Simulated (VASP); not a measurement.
Input of a VASP 6.6.1 run:

Contents of INCAR:

```
SYSTEM = CuAu
PREC     = Accurate       ! precision mode
ENCUT    = 520            ! plane-wave cutoff, eV
EDIFF    = 1E-6           ! SCF threshold, eV
ISMEAR   = 0              ! smearing method
SIGMA    = 0.15           ! smearing width, eV
LREAL    = .False.        ! projectors in reciprocal space
LASPH    = .True.         ! aspherical terms in the spheres
NELM     = 80             ! most SCF steps
ALGO     = Fast           ! electronic algorithm
ISIF     = 2              ! what is computed and relaxed
LWAVE    = .False.        ! write WAVECAR
LCHARG   = .False.        ! write CHGCAR
GGA      = PE             ! functional
NBANDS   = 18             ! bands
```

KPOINTS

```
regular mesh
0
Gamma
  18 18 14
  0 0 0
```

File POSCAR:

```
CuAu
1.0
    2.8420000000      0.0000000000      0.0000000000
    0.0000000000      2.8420000000      0.0000000000
    0.0000000000      0.0000000000      3.5599000000
Cu Au
1 1
Direct
    0.5000000000      0.5000000000      0.5000000000
    0.0000000000      0.0000000000      0.0000000000
```

Potentials or basis: VASP PAW PBE potentials, release 64 (Cu, Au).

The run is started by

```bash
$ cat potpaw_PBE.64/Cu/POTCAR potpaw_PBE.64/Au/POTCAR > POTCAR
$ mpirun -np 1 vasp_std > vasp.out
```

(1) Predict the pressure.

(2) What does it give for the band gap on the k mesh?

Answers

(1) 6.8 GPa.

(2) zero (band 11 reaches 14.13 eV, above the bottom of band 12 at 6.84 eV).

Caveat: the cell differs from its parent crystal (strain +0.015 along x and y, -0.030 along z); spin-orbit coupling is left out, which moves the levels of the heavy elements.
